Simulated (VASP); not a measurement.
TePb:

```
Pb Te
1.0
     0.00000    3.23100    3.23100
     3.23100    0.00000    3.23100
     3.23100    3.23100    0.00000
Pb Te
1 1
Direct
  0.00000 0.00000 0.00000
  0.50000 0.50000 0.50000
```

| Quantity | Value |
| --- | --- |
| Program | VASP 6.6.1 |
| Task | relaxation of cell and atoms |
| Functional | LDA |
| Potentials or basis | VASP PAW LDA potentials, release 64 (Pb_d, Te) |
| Cutoff | 600 eV |
| k mesh | 7 × 7 × 7 |
| Occupations | fermi-dirac, width 0.05 eV |
| Spin | no spin polarisation |

At the start: pressure -1.6 GPa; volume 33.73 Å³/atom.

Task: How do energy, volume and symmetry change on relaxing?

Result: Over 3 steps the energy falls by 6.4 meV/atom and the volume is 32.52 Å³/atom (-3.6 %); space group Fm-3m (No. 225, to 0.05 Å).

The path:
```
step  energy change (eV)  largest force (eV/Å)  pressure (GPa)  volume (Å³)
   1              0.0000                0.0000           -1.65        67.46
   2             -0.0108                0.0000            0.72        64.13
   3             -0.0128                0.0000           -0.01        65.05
```

Final structure:
```
Pb Te
1.0
     0.00000    3.19201    3.19201
     3.19201    0.00000    3.19201
     3.19201    3.19201    0.00000
Pb Te
1 1
Direct
  0.00000 0.00000 0.00000
  0.50000 0.50000 0.50000
```
